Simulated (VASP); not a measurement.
Here is a VASP 6.6.1 calculation.

INCAR

```
SYSTEM = LiTlSe2
ALGO = Normal
EDIFF = 1E-6
ENCUT = 520
GGA = PE
ISIF = 2
ISMEAR = 0
LASPH = .TRUE.
LCHARG = .TRUE.
LELF = .TRUE.
LREAL = .FALSE.
LVHAR = .TRUE.
LWAVE = .FALSE.
NBANDS = 22
NELM = 60
PREC = Accurate
SIGMA = 0.01
```

The input KPOINTS:

```
k-points
0
G
  4 4 2
  0 0 0
```

The input POSCAR:

```
LiTlSe2
1.0
    4.2639248008      0.0000000000      0.0000000000
    0.0000000000      4.2639248008      0.0000000000
    0.0000000000      0.0000000000      5.9802486638
Li Se Tl
1 2 1
Direct
    0.0000000000      0.0000000000      0.0000000000
    0.0000000000      0.5000000000      0.2292133975
    0.5000000000      0.0000000000      0.7707866025
    0.5000000000      0.5000000000      0.5000000000
```

Potentials or basis: VASP PAW PBE potentials, release 64 (Li_sv, Se, Tl_d).

Run with:

```console
$ cat potpaw_PBE.64/Li_sv/POTCAR potpaw_PBE.64/Se/POTCAR potpaw_PBE.64/Tl_d/POTCAR > POTCAR
$ mpirun -np 1 vasp_std > vasp.out
```

(1) Estimate the band gap on the k mesh.

(2) Predict the largest force.

## Answers

(1) 0.43 eV.

(2) 0.208 eV/Å.

Caveat: the k points lie up to 0.53 Å⁻¹ apart; spin-orbit coupling is left out, which moves the levels of the heavy elements.
